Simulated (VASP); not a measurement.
# F (C2/m) in VASP: further runs, part 2 of 2

VASP 6.6.1. The steps go on from the part before.

### 3 Relaxation of shape and atoms at fixed volume, PBE+D3(BJ) (volume scaled by 0.97)

INCAR reads:

```
PREC     = Accurate       # precision mode
ENCUT    = 600            # plane-wave cutoff, eV
EDIFF    = 1E-6           # SCF threshold, eV
ISMEAR   = 0              # smearing method
SIGMA    = 0.02           # smearing width, eV
LREAL    = False          # projectors in reciprocal space
LASPH    = True           # aspherical terms in the spheres
NELM     = 60             # most SCF steps
ALGO     = Normal         # electronic algorithm
ISIF     = 4              # what is computed and relaxed
LWAVE    = False          # write WAVECAR
LCHARG   = False          # write CHGCAR
GGA      = PE             # functional
IVDW     = 12             # dispersion correction
IBRION   = 2              # ionic algorithm
NSW      = 50             # ionic steps
EDIFFG   = -0.01          # ionic threshold
```

KPOINTS reads:

```
Automatic mesh
0
Gamma
  8 8 4
```

POSCAR reads:

```
F
1.0
    2.9078684782     -1.6763139560     -0.1262929922
    2.9078684782      1.6763139560     -0.1262929922
   -1.9606197761      0.0000000000      7.0394831922
F
4
Direct
    0.0779839656      0.0779839656      0.0949061040
    0.9220160344      0.9220160344      0.9050938960
    0.4995077328      0.4995077328      0.5957932466
    0.5004922672      0.5004922672      0.4042067534
```

Potentials or basis: VASP PAW PBE potentials, release 64 (F).

Launch:

```bash
$ cat potpaw_PBE.64/F/POTCAR > POTCAR
$ mpirun -np 1 vasp_std > vasp.out
```

OUTCAR:

```text
PREC = Accurate
   ENCUT = 600
   EDIFF = 1E-6
   ISMEAR = 0
   LREAL = False
   LASPH = True
   NELM = 60
   ISIF = 4
   GGA = PE
   IVDW = 12
   IBRION = 2
   NSW = 50
   EDIFFG = -0.01
 IVDW          = 12

 ion  position               nearest neighbor table
   1  0.078  0.078  0.095-   2 1.40
   2  0.922  0.922  0.905-   1 1.40
   3  0.500  0.500  0.596-   4 1.40
   4  0.500  0.500  0.404-   3 1.40

  LATTYP: Found a base centered monoclinic cell.
 ALAT       =     5.8212194621
 B/A-ratio  =     0.5759322310
 C/A-ratio  =     1.2553070285
 COS(beta)  =    -0.3098523255

  Lattice vectors:

 A1 = (   2.9078684782,  -1.6763139560,  -0.1262929922)
 A2 = (   2.9078684782,   1.6763139560,  -0.1262929922)
 A3 = (  -1.9606197761,   0.0000000000,   7.0394831922)

Analysis of symmetry for initial positions (statically):
=====================================================================
 Subroutine PRICEL returns:
 Original cell was already a primitive cell.

 Routine SETGRP: Setting up the symmetry group for a
 base centered monoclinic supercell.

 Subroutine GETGRP returns: Found  4 space group operations
 (whereof  4 operations were pure point group operations)
 out of a pool of  4 trial point group operations.

The static configuration has the point symmetry C_2h.

Analysis of symmetry for dynamics (positions and initial velocities):
=====================================================================
 Subroutine PRICEL returns:
 Original cell was already a primitive cell.

 Routine SETGRP: Setting up the symmetry group for a
 base centered monoclinic supercell.

 Subroutine GETGRP returns: Found  4 space group operations
 (whereof  4 operations were pure point group operations)
 out of a pool of  4 trial point group operations.

The dynamic configuration has the point symmetry C_2h.

 Subroutine INISYM returns: Found  4 space group operations
 (whereof  4 operations are pure point group operations),
 and found     1 'primitive' translations

----------------------------------------------------------------------------------------

                                     Primitive cell

  volume of cell :      67.7978

  direct lattice vectors                    reciprocal lattice vectors
     2.907868478 -1.676313956 -0.126292992     0.174052669 -0.298273482  0.048476727
     2.907868478  1.676313956 -0.126292992     0.174052669  0.298273482  0.048476727
    -1.960619776  0.000000000  7.039483192     0.006245240  0.000000000  0.143795292

  length of vectors
     3.358820847  3.358820847  7.307417705     0.348728253  0.348728253  0.143930848

  position of ions in fractional coordinates (direct lattice)
     0.077983966  0.077983966  0.094906104
     0.922016034  0.922016034  0.905093896
     0.499507733  0.499507733  0.595793247
     0.500492267  0.500492267  0.404206753

  ion indices of the primitive-cell ions
   primitive index   ion index
                 1           1
                 2           2
                 3           3
                 4           4

----------------------------------------------------------------------------------------

 KPOINTS: Automatic mesh

Automatic generation of k-mesh.
 Grid dimensions read from file:
 generate k-points for:    8    8    4

 Generating k-lattice:

  Cartesian coordinates                     Fractional coordinates (reciprocal lattice)
     0.021756584 -0.037284185  0.006059591     0.125000000  0.000000000  0.000000000
     0.021756584  0.037284185  0.006059591     0.000000000  0.125000000  0.000000000
     0.001561310  0.000000000  0.035948823     0.000000000  0.000000000  0.250000000

  Length of vectors
     0.043591032  0.043591032  0.035982712

  Shift w.r.t. Gamma in fractional coordinates (k-lattice)
     0.000000000  0.000000000  0.000000000

 Subroutine IBZKPT returns following result:
 ===========================================

 Found     78 irreducible k-points:

 Following reciprocal coordinates:
            Coordinates               Weight
  0.000000  0.000000  0.000000      1.000000
  0.125000  0.000000  0.000000      4.000000
  0.250000  0.000000  0.000000      4.000000
  0.375000  0.000000  0.000000      4.000000
  0.500000  0.000000  0.000000      2.000000
  0.125000  0.125000  0.000000      2.000000
[... 16 lines left out ...]
  0.125000  0.000000  0.250000      4.000000
  0.250000  0.000000  0.250000      4.000000
 [... further k-points ...]
   k-points           NKPTS =     78   k-points in BZ     NKDIM =     78   number of bands    NBANDS=     18
   number of dos      NEDOS =    301   number of ions     NIONS =      4
   total plane-waves  NPLWV =  47040
   dimension x,y,z NGX =    28 NGY =   28 NGZ =   60
   dimension x,y,z NGXF=    56 NGYF=   56 NGZF=  120
   ions per type =               4
   NGX,Y,Z   is equivalent  to a cutoff of  13.86, 13.86, 13.65 a.u.
   NGXF,Y,Z  is equivalent  to a cutoff of  27.72, 27.72, 27.30 a.u.
 SYSTEM =  unknown system
   PREC   = accura    normal or accurate (medium, high low for compatibility)
   ISTART =      0    job   : 0-new  1-cont  2-samecut
   ICHARG =      2    charge: 1-file 2-atom 10-const
   ISPIN  =      1    spin polarized calculation?
   LNONCOLLINEAR =      F non collinear calculations
   LSORBIT =      F    spin-orbit coupling
   LASPH  =      T    aspherical Exc in radial PAW
   ENCUT  =  600.0 eV  44.10 Ry    6.64 a.u.   6.71  6.71 14.59*2*pi/ulx,y,z
   NELM   =     60;   NELMIN=  2; NELMDL= -5     # of ELM steps
   EDIFF  = 0.1E-05   stopping-criterion for ELM
   LREAL  =      F    real-space projection
   EDIFFG = -.1E-01   stopping-criterion for IOM
   NSW    =     50    number of steps for IOM
   IBRION =      2    ionic relax: 0-MD 1-quasi-New 2-CG
   NFREE  =      1    steps in history (QN), initial steepest desc. (CG)
   ISIF   =      4    stress and relaxation
   ISYM   =      2    0-nonsym 1-usesym 2-fastsym
   POTIM  = 0.5000    time-step for ionic-motion
   TEBEG  =    0.0;   TEEND  =   0.0 temperature during run
   PSTRESS=    0.0 pullay stress
   NELECT =      28.0000    total number of electrons
   NUPDOWN=      -1.0000    fix difference up-down
   EMIN   =  10.00;   EMAX   =-10.00  energy-range for DOS
   EFERMI =   0.00;   METHOD = LEGACY
   ISMEAR =     0;   SIGMA  =   0.02  broadening in eV -4-tet -1-fermi 0-gaus
   EFERMI_NEDOS =   21; number of points for ismear=-14 and -15
   IALGO  =     38    algorithm
   IMIX   =      4    mixing-type and parameters
     AMIX     =   0.40;   BMIX     =  1.00
     AMIX_MAG =   1.60;   BMIX_MAG =  1.00
  volume/ion in A,a.u.               =      16.95       114.38
  Fermi-wavevector in a.u.,A,eV,Ry     =   1.219146  2.303852 20.222568  1.486317
  Thomas-Fermi vector in A             =   2.354408
   LORBIT       =      0    0 simple, 1 ext, 2 COOP (PROOUT), +10 PAW based schemes
   GGA     = PE    functional components
   LHFCALC =     F    Hartree Fock is set to
   AEXX    =    0.0000 exact exchange contribution
   IVDW    =    12    specifies the selected vdW correction
   LEPSILON=     F    determine dielectric tensor
   LRPA    =     F    only Hartree local field effects (RPA)
 conjugate gradient relaxation of ions
 non-spin polarized calculation
 Gauss-broadening in eV      SIGMA  =   0.02
  energy-cutoff  :      600.00
  volume of cell :       67.80
 maximum number of plane-waves:      2280
   NGX = 13   NGY = 13   NGZ = 29

--------------------------------------- Ionic step        1  -------------------------------------------

 number of electron      27.9999999 magnetization

 Free energy of the ion-electron system (eV)
  ---------------------------------------------------
  ext. energy  EPLUGINS =         0.00000000
  ---------------------------------------------------
  free energy    TOTEN  =        -7.29476233 eV

  energy without entropy =       -7.29476233  energy(sigma->0) =       -7.29476233

------------------------ aborting loop because EDIFF is reached ----------------------------------------

 Edisp (eV)   -0.10928

 E8    (eV) :    -0.0237
[... 117 lines left out ...]
--------------------------------------- Ionic step        4  -------------------------------------------

 number of electron      27.9999999 magnetization

 Free energy of the ion-electron system (eV)
  ---------------------------------------------------
  ext. energy  EPLUGINS =         0.00000000
  ---------------------------------------------------
  free energy    TOTEN  =        -7.31578411 eV

  energy without entropy =       -7.31578411  energy(sigma->0) =       -7.31578411

 E-fermi :  -5.3325     XC(G=0):  -7.3785

 val. band max:       -5.4172191720   @ k =   0.5000   0.5000   0.0000
 cond. band min:      -2.7877160926   @ k =   0.0000   0.0000   0.0000
 fundamental gap:      2.6295030794
 Fermi energy:        -5.3325110297

 k-point     1 :       0.0000    0.0000    0.0000
  band No.  band energies     occupation
      1     -30.1698      2.00000
      2     -30.0540      2.00000
      3     -24.1761      2.00000
      4     -23.8782      2.00000
      5     -11.9272      2.00000
      6     -11.2063      2.00000
[... 481 lines left out ...]
      5     -11.6656      2.00000
      6     -11.4578      2.00000
[... 10 lines left out ...]
     17       5.2813      0.00000
     18       6.1371      0.00000

 [... further k-points ...]

------------------------ aborting loop because EDIFF is reached ----------------------------------------

 Edisp (eV)   -0.10947

 E8    (eV) :    -0.0238
[... 27 lines left out ...]
  FREE ENERGIE OF THE ION-ELECTRON SYSTEM (eV)
  ---------------------------------------------------
  free  energy   TOTEN  =        -7.4252496669 eV

  energy  without entropy=       -7.4252496669  energy(sigma->0) =       -7.42524967

 reached required accuracy - stopping structural energy minimisation
```

Wall time 3.5 min (1 thread of Oxide Virtual Turin-like, shared host); peak memory 0.22 GiB.

Results:

```
Free energy                  : -7.4252 eV
Energy gained by relaxing    : 5.3 meV/atom
Ionic steps                  : 4
Pressure after relaxing      : -0.4 GPa
Largest force after relaxing : 0.005 eV/Å
Band gap on the k mesh       : 2.63 eV, indirect (least direct gap 2.69 eV)
Dispersion energy per atom   : -0.027 eV
```

Forces on the atoms (eV/Å):
```
F    0.003  0.000  0.005
F   -0.003  0.000 -0.005
F    0.002  0.000 -0.004
F   -0.002  0.000  0.004
```

The path:
```
step  energy change (eV)  largest force (eV/Å)  pressure (GPa)  volume (Å³)
   1              0.0000                0.8892            1.64        67.80
   2              0.1697                2.1202           -5.45        67.80
   3             -0.0212                0.0321           -0.39        67.80
   4             -0.0212                0.0055           -0.35        67.80
```

Final structure:
```
F
1.0
     2.90359   -1.67255   -0.12596
     2.90359    1.67255   -0.12596
    -1.95582    0.00000    7.06511
F
4
Direct
  0.07907 0.07907 0.09628
  0.92093 0.92093 0.90372
  0.49954 0.49954 0.59718
  0.50046 0.50046 0.40282
```

Caveat: the cell differs from its parent crystal (volume scaled by 0.97). A k mesh can miss the band edges.
